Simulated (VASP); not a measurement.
Write the native input for VASP 6.6.1 that does the following.

| Quantity | Value |
| --- | --- |
| Task | single point |
| Functional | PBE |
| Potentials or basis | VASP PAW PBE potentials, release 64 (Au) |
| Cutoff | 500 eV |
| k mesh | 18 × 18 × 10 |
| Occupations | gaussian, width 0.15 eV |
| Spin | no spin polarisation |
| Dipole correction | no |
| Further INCAR settings | ALGO = Normal; EDIFF = 1e-06; NBANDS = 18 |

The structure of Au lies in POSCAR:

```
Au
1.0
    2.9169619367      0.0000000000      0.0000000000
   -1.4584809683      2.5261631390      0.0000000000
    0.0000000000      0.0000000000      4.8900308251
Au
2
Direct
    0.2721881452      0.8337184273      0.7500000000
    0.7278118548      0.1662815727      0.2500000000
```

This cell differs from its parent crystal: atoms displaced along a vibrational mode.

These files were run (other wordings do the same):

INCAR

```
SYSTEM = Au
PREC = Accurate
ENCUT = 500
EDIFF = 1E-6
ISMEAR = 0
SIGMA = 0.15
LREAL = .False.
LASPH = .True.
NELM = 120
ALGO = Normal
ISIF = 2
LWAVE = .False.
LCHARG = .False.
GGA = PE
NBANDS = 18
GGA_COMPAT = .False.
```

KPOINTS

```
regular mesh
0
Gamma
  18 18 10
  0 0 0
```

Potentials or basis: VASP PAW PBE potentials, release 64 (Au).

The run is started by

```console
$ cat potpaw_PBE.64/Au/POTCAR > POTCAR
$ mpirun -np 1 vasp_std > vasp.out
```

Results of the run:

```
Pressure               : 2.4 GPa
Largest force          : 0.504 eV/Å
Band gap on the k mesh : zero (bands 11 and 12 overlap by 5.91 eV)
```

Caveat: the cell differs from its parent crystal (atoms displaced along a vibrational mode); spin-orbit coupling is left out, which moves the levels of the heavy elements.

Run time: 7.7 min on 1 thread of Intel Xeon 8259CL (shared host), peak memory 0.56 GiB.
